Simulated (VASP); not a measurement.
# Al (P6_3/mmc) in VASP: a series of runs

Al is run at these levels: LDA; tasks: single point.

Program: VASP 6.6.1. These are calculated values, not measurements. Logs are shortened: lines on timing, memory, paths and dates and some standing lists are left out, and cuts for length are marked.

## (1) The cell of the first run

Symmetry: P6_3/mmc, No. 194, hexagonal system. The conventional cell has a = 2.751 Å, b = 2.751 Å, c = 4.604 Å, α = 90.00°, β = 90.00°, γ = 120.00°. Within 3.6 Å of Al (site symmetry -6m2) lie 12 Al at 2.75 to 2.80 Å.

This isn't the form of Al at room conditions, which is fcc.

## (2) Single point, LDA

The input, INCAR:

```
SYSTEM = Al
PREC = Accurate
ENCUT = 520
EDIFF = 1E-6
ISMEAR = -1
SIGMA = 0.05
LREAL = .False.
LASPH = .True.
NELM = 100
ALGO = Normal
ISIF = 2
LWAVE = .False.
LCHARG = .False.
GGA = CA
NBANDS = 10
```

The input, KPOINTS:

```
Automatic mesh
0
Gamma
  14 14 7
  0 0 0
```

The input, POSCAR:

```
Al
1.0
    2.7514800657      0.0000002824      0.0000000000
   -1.3757402774      2.3828514937      0.0000000000
    0.0000000000      0.0000000000      4.6042419139
Al
2
Direct
    0.6666666667      0.3333333333      0.7500000000
    0.3333333333      0.6666666667      0.2500000000
```

Potentials or basis: VASP PAW LDA potentials, release 64 (Al).

On the command line:

```bash
$ cat potpaw_LDA.64/Al/POTCAR > POTCAR
$ mpirun -np 1 vasp_std > vasp.out
```

OUTCAR:

```text
SYSTEM = Al
   PREC = Accurate
   ENCUT = 520
   EDIFF = 1E-6
   ISMEAR = -1
   LREAL = .False.
   LASPH = .True.
   NELM = 100
   ISIF = 2
   GGA = CA

 ion  position               nearest neighbor table
   1  0.667  0.333  0.750-   2 2.80   2 2.80   2 2.80   2 2.80   2 2.80   2 2.80
   2  0.333  0.667  0.250-   1 2.80   1 2.80   1 2.80   1 2.80   1 2.80   1 2.80

  LATTYP: Found a hexagonal cell.
 ALAT       =     2.7514800657
 C/A-ratio  =     1.6733691700

  Lattice vectors:

 A1 = (   2.7514800657,   0.0000002824,   0.0000000000)
 A2 = (  -1.3757402774,   2.3828514937,   0.0000000000)
 A3 = (   0.0000000000,   0.0000000000,   4.6042419139)

Analysis of symmetry for initial positions (statically):
=====================================================================
 Subroutine PRICEL returns:
 Original cell was already a primitive cell.

 Routine SETGRP: Setting up the symmetry group for a
 hexagonal supercell.

 Subroutine GETGRP returns: Found 24 space group operations
 (whereof 12 operations were pure point group operations)
 out of a pool of 24 trial point group operations.

The static configuration has the point symmetry D_3d.
 The point group associated with its full space group is D_6h.

Analysis of symmetry for dynamics (positions and initial velocities):
=====================================================================
 Subroutine PRICEL returns:
 Original cell was already a primitive cell.

 Routine SETGRP: Setting up the symmetry group for a
 hexagonal supercell.

 Subroutine GETGRP returns: Found 24 space group operations
 (whereof 12 operations were pure point group operations)
 out of a pool of 24 trial point group operations.

The dynamic configuration has the point symmetry D_3d.
 The point group associated with its full space group is D_6h.

 Subroutine INISYM returns: Found 24 space group operations
 (whereof 12 operations are pure point group operations),
 and found     1 'primitive' translations

----------------------------------------------------------------------------------------

                                     Primitive cell

  volume of cell :      30.1871

  direct lattice vectors                    reciprocal lattice vectors
     2.751480066  0.000000282  0.000000000     0.363440736  0.209832657  0.000000000
    -1.375740277  2.382851494  0.000000000    -0.000000043  0.419665239  0.000000000
     0.000000000  0.000000000  4.604241914     0.000000000  0.000000000  0.217191021

  length of vectors
     2.751480066  2.751480066  4.604241914     0.419665239  0.419665239  0.217191021

  position of ions in fractional coordinates (direct lattice)
     0.666666667  0.333333333  0.750000000
     0.333333333  0.666666667  0.250000000

  ion indices of the primitive-cell ions
   primitive index   ion index
                 1           1
                 2           2

----------------------------------------------------------------------------------------

 KPOINTS: Automatic mesh

Automatic generation of k-mesh.
 Grid dimensions read from file:
 generate k-points for:   14   14    7

 Generating k-lattice:

  Cartesian coordinates                     Fractional coordinates (reciprocal lattice)
     0.025960053  0.014988047  0.000000000     0.071428571  0.000000000  0.000000000
    -0.000000003  0.029976088  0.000000000     0.000000000  0.071428571  0.000000000
     0.000000000  0.000000000  0.031027289     0.000000000  0.000000000  0.142857143

  Length of vectors
     0.029976088  0.029976088  0.031027289

  Shift w.r.t. Gamma in fractional coordinates (k-lattice)
     0.000000000  0.000000000  0.000000000

 Subroutine IBZKPT returns following result:
 ===========================================

 Found     96 irreducible k-points:

 Following reciprocal coordinates:
            Coordinates               Weight
  0.000000  0.000000  0.000000      1.000000
  0.071429  0.000000  0.000000      6.000000
  0.142857  0.000000  0.000000      6.000000
  0.214286  0.000000  0.000000      6.000000
  0.285714  0.000000  0.000000      6.000000
  0.357143  0.000000  0.000000      6.000000
[... 16 lines left out ...]
  0.285714  0.285714  0.000000      6.000000
  0.357143  0.285714  0.000000      6.000000
 [... further k-points ...]
   k-points           NKPTS =     96   k-points in BZ     NKDIM =     96   number of bands    NBANDS=     10
   number of dos      NEDOS =    301   number of ions     NIONS =      2
   total plane-waves  NPLWV =  14400
   dimension x,y,z NGX =    20 NGY =   20 NGZ =   36
   dimension x,y,z NGXF=    40 NGYF=   40 NGZF=   72
   ions per type =               2
   NGX,Y,Z   is equivalent  to a cutoff of  12.08, 12.08, 13.00 a.u.
   NGXF,Y,Z  is equivalent  to a cutoff of  24.17, 24.17, 26.00 a.u.
 SYSTEM =  Al
   PREC   = accura    normal or accurate (medium, high low for compatibility)
   ISTART =      0    job   : 0-new  1-cont  2-samecut
   ICHARG =      2    charge: 1-file 2-atom 10-const
   ISPIN  =      1    spin polarized calculation?
   LNONCOLLINEAR =      F non collinear calculations
   LSORBIT =      F    spin-orbit coupling
   LASPH  =      T    aspherical Exc in radial PAW
   ENCUT  =  520.0 eV  38.22 Ry    6.18 a.u.   5.12  5.12  8.56*2*pi/ulx,y,z
   NELM   =    100;   NELMIN=  2; NELMDL= -5     # of ELM steps
   EDIFF  = 0.1E-05   stopping-criterion for ELM
   LREAL  =      F    real-space projection
   EDIFFG = 0.1E-04   stopping-criterion for IOM
   NSW    =      0    number of steps for IOM
   IBRION =     -1    ionic relax: 0-MD 1-quasi-New 2-CG
   NFREE  =      0    steps in history (QN), initial steepest desc. (CG)
   ISIF   =      2    stress and relaxation
   ISYM   =      2    0-nonsym 1-usesym 2-fastsym
   POTIM  = 0.5000    time-step for ionic-motion
   TEBEG  =    0.0;   TEEND  =   0.0 temperature during run
   PSTRESS=    0.0 pullay stress
   NELECT =       6.0000    total number of electrons
   NUPDOWN=      -1.0000    fix difference up-down
   EMIN   =  10.00;   EMAX   =-10.00  energy-range for DOS
   EFERMI =   0.00;   METHOD = LEGACY
   ISMEAR =    -1;   SIGMA  =   0.05  broadening in eV -4-tet -1-fermi 0-gaus
   EFERMI_NEDOS =   21; number of points for ismear=-14 and -15
   IALGO  =     38    algorithm
   IMIX   =      4    mixing-type and parameters
     AMIX     =   0.40;   BMIX     =  1.00
     AMIX_MAG =   1.60;   BMIX_MAG =  1.00
  volume/ion in A,a.u.               =      15.09       101.86
  Fermi-wavevector in a.u.,A,eV,Ry     =   0.955399  1.805442 12.419222  0.912787
  Thomas-Fermi vector in A             =   2.084233
   LORBIT       =      0    0 simple, 1 ext, 2 COOP (PROOUT), +10 PAW based schemes
   GGA     = CA    functional components
   LHFCALC =     F    Hartree Fock is set to
   AEXX    =    0.0000 exact exchange contribution
   IVDW    =     0    specifies the selected vdW correction
   LEPSILON=     F    determine dielectric tensor
   LRPA    =     F    only Hartree local field effects (RPA)
 non-spin polarized calculation
  energy-cutoff  :      520.00
  volume of cell :       30.19
 maximum number of plane-waves:       832
   NGX = 11   NGY = 11   NGZ = 17

 number of electron       6.0000000 magnetization

 Free energy of the ion-electron system (eV)
  ---------------------------------------------------
  ext. energy  EPLUGINS =         0.00000000
  ---------------------------------------------------
  free energy    TOTEN  =        -8.29199960 eV

  energy without entropy =       -8.28670700  energy(sigma->0) =       -8.28935330

 E-fermi :   8.7993     XC(G=0): -10.6784

 val. band max:        8.6906907871   @ k =   0.3571   0.2857   0.2857
 cond. band min:       8.8519916249   @ k =   0.3571   0.1429   0.0000
 fundamental gap:      0.1613008377
 Fermi energy:         8.7992646049

 k-point     1 :       0.0000    0.0000    0.0000
  band No.  band energies     occupation
      1      -2.9829      2.00000
      2       3.7030      2.00000
      3       3.9170      2.00000
      4      20.3701      0.00000
      5      20.3701      0.00000
      6      20.5015      0.00000
      7      20.5015      0.00000
      8      20.9247      0.00000
      9      23.2158      0.00000
     10      23.9558      0.00000

 k-point     2 :       0.0714    0.0000    0.0000
  band No.  band energies     occupation
      1      -2.8504      2.00000
      2       3.8253      2.00000
      3       4.0457      2.00000
      4      17.9471      0.00000
      5      18.9954      0.00000
      6      20.1144      0.00000
      7      21.8020      0.00000
      8      22.0718      0.00000
      9      23.1841      0.00000
     10      23.9785      0.00000

 k-point     3 :       0.1429    0.0000    0.0000
  band No.  band energies     occupation
      1      -2.4535      2.00000
      2       4.1922      2.00000
      3       4.4289      2.00000
      4      15.1242      0.00000
      5      17.7778      0.00000
      6      18.9522      0.00000
      7      21.0963      0.00000
      8      21.1976      0.00000
      9      23.0464      0.00000
     10      23.1523      0.00000

 k-point     4 :       0.2143    0.0000    0.0000
  band No.  band energies     occupation
      1      -1.7950      2.00000
      2       4.8039      2.00000
      3       5.0560      2.00000
      4      12.4127      0.00000
      5      16.7833      0.00000
      6      17.4797      0.00000
      7      18.5324      0.00000
      8      19.4582      0.00000
      9      22.4528      0.00000
     10      22.8003      0.00000

 k-point     5 :       0.2857    0.0000    0.0000
  band No.  band energies     occupation
      1      -0.8790      2.00000
      2       5.6604      2.00000
      3       5.8912      2.00000
      4       9.9185      0.00000
      5      15.6842      0.00000
      6      16.0079      0.00000
      7      16.0118      0.00000
      8      18.2148      0.00000
      9      21.8067      0.00000
     10      21.9288      0.00000

 k-point     6 :       0.3571    0.0000    0.0000
  band No.  band energies     occupation
      1       0.2887      2.00000
      2       6.5748      2.00000
      3       6.7599      2.00000
      4       8.0149      2.00000
      5      13.6958      0.00000
      6      13.7618      0.00000
      7      15.4619      0.00000
      8      17.4229      0.00000
      9      21.3050      0.00000
     10      21.3398      0.00000
[... 183 lines left out ...]
 k-point    21 :       0.2857    0.2143    0.0000
  band No.  band energies     occupation
      1       1.8279      2.00000
      2       6.8675      2.00000
      3       8.2203      1.99998
      4       8.2586      1.99996
      5       9.5907      0.00000
      6      13.3380      0.00000
      7      14.0862      0.00000
      8      15.4296      0.00000
      9      15.9832      0.00000
     10      23.9953      0.00000

 k-point    22 :       0.3571    0.2143    0.0000
  band No.  band energies     occupation
      1       3.3441      2.00000
      2       5.0735      2.00000
      3       8.3277      1.99984
      4       9.6338      0.00000
      5      10.2785      0.00000
      6      11.5053      0.00000
      7      12.5516      0.00000
      8      15.1073      0.00000
      9      15.6989      0.00000
     10      23.8593      0.00000

 k-point    23 :       0.2857    0.2857    0.0000
  band No.  band energies     occupation
      1       3.2195      2.00000
      2       6.5483      2.00000
      3       6.7214      2.00000
      4       9.5377      0.00000
      5      10.2223      0.00000
      6      12.5852      0.00000
      7      13.4540      0.00000
      8      13.7598      0.00000
      9      14.4386      0.00000
     10      26.2856      0.00000

 k-point    24 :       0.3571    0.2857    0.0000
  band No.  band energies     occupation
      1       4.8079      2.00000
      2       4.8625      2.00000
      3       6.5333      2.00000
      4      10.7814      0.00000
      5      10.9954      0.00000
      6      11.4167      0.00000
      7      12.7275      0.00000
      8      13.3147      0.00000
      9      14.0040      0.00000
     10      26.5545      0.00000

 [... further k-points ...]

------------------------ aborting loop because EDIFF is reached ----------------------------------------

  FORCE on cell =-STRESS in cart. coord.  units (eV):
  Direction    XX          YY          ZZ          XY          YZ          ZX
  --------------------------------------------------------------------------------------
  -------------------------------------------------------------------------------------
  Total        0.9645282      0.9645282      0.9606328      0.0000000      0.0000000      0.0000000
  in kB       51.1922226     51.1922226     50.9854767      0.0000000      0.0000000      0.0000000
  external PRESSURE =      51.1233073 kB  Pullay stress =       0.0000000 kB

 VOLUME and BASIS-vectors are now :
 -----------------------------------------------------------------------------
  energy-cutoff  :      520.00
  volume of cell :       30.19
      direct lattice vectors                 reciprocal lattice vectors
     2.751480066  0.000000282  0.000000000     0.363440736  0.209832657  0.000000000
    -1.375740277  2.382851494  0.000000000    -0.000000043  0.419665239  0.000000000
     0.000000000  0.000000000  4.604241914     0.000000000  0.000000000  0.217191021

 POSITION                                       TOTAL-FORCE (eV/Angst)
 -----------------------------------------------------------------------------------
      1.37574      0.79428      3.45318         0.000000      0.000000      0.000000
     -0.00000      1.58857      1.15106        -0.000000     -0.000000      0.000000
 -----------------------------------------------------------------------------------
    total drift:                                0.000000     -0.000000     -0.000000

  FREE ENERGIE OF THE ION-ELECTRON SYSTEM (eV)
  ---------------------------------------------------
  free  energy   TOTEN  =        -8.2919995997 eV

  energy  without entropy=       -8.2867069976  energy(sigma->0) =       -8.28935330
```

It took 9.4 s on 1 thread of Intel Xeon 6975P-C (Granite Rapids), shared host; peak memory 0.13 GiB.

What came out:

```
Free energy            : -8.2920 eV
Pressure               : 5.1 GPa
Band gap on the k mesh : zero (bands 3 and 4 overlap by 6.06 eV)
```

Levels at points of the mesh, in eV from the Fermi level:
| k point | band 1 | band 2 | band 3 | band 4 | band 5 | band 6 | band 7 |
| --- | --- | --- | --- | --- | --- | --- | --- |
| (0.00, 0.00, 0.00) | -11.78 | -5.10 | -4.88 | 11.57 | 11.57 | 11.70 | 11.70 |
| (0.50, 0.00, 0.00) | -5.49 | -5.43 | 0.54 | 0.99 | 1.34 | 1.73 | 6.22 |

Caveat: the cell stands under pressure.

## (3) Single point, LDA

This run uses another cell than the first one, of 15.95 Å³/atom.

The input, INCAR:

```
SYSTEM = Al
ALGO = Normal
EDIFF = 1E-6
ENCUT = 520
GGA = CA
ISIF = 2
ISMEAR = -1
LASPH = .True.
LCHARG = .True.
LELF = .True.
LREAL = .False.
LVHAR = .True.
LWAVE = .False.
NBANDS = 10
NELM = 60
PREC = Accurate
SIGMA = 0.05
```

The input, KPOINTS:

```
k-points
0
Gamma
  14 14 7
  0 0 0
```

The input, POSCAR:

```
Al
1.0
    2.7938206116      0.0000002868      0.0000000000
   -1.3969105541      2.4195194799      0.0000000000
    0.0000000000      0.0000000000      4.7182904275
Al
2
Direct
    0.6666666667      0.3333333333      0.7500000000
    0.3333333333      0.6666666667      0.2500000000
```

Potentials or basis: VASP PAW LDA potentials, release 64 (Al).

On the command line:

```bash
$ cat potpaw_LDA.64/Al/POTCAR > POTCAR
$ mpirun -np 1 vasp_std > vasp.out
```

Wall time 10 s (1 thread of Intel Xeon 6975P-C (Granite Rapids), shared host); peak memory 0.14 GiB.

It converged, with:

| Item | Value |
| --- | --- |
| Free energy | -8.3184 eV |
| Pressure | 0.1 GPa |
| Band gap on the k mesh | zero (bands 3 and 4 overlap by 5.76 eV) |

Levels at points of the mesh, in eV from the Fermi level:
```tsv
k point	band 1	band 2	band 3	band 4	band 5	band 6
(0.00, 0.00, 0.00)	-11.35	-4.87	-4.87	11.28	11.28	11.54
(0.50, 0.00, 0.00)	-5.27	-5.14	0.59	0.84	1.44	1.56
```
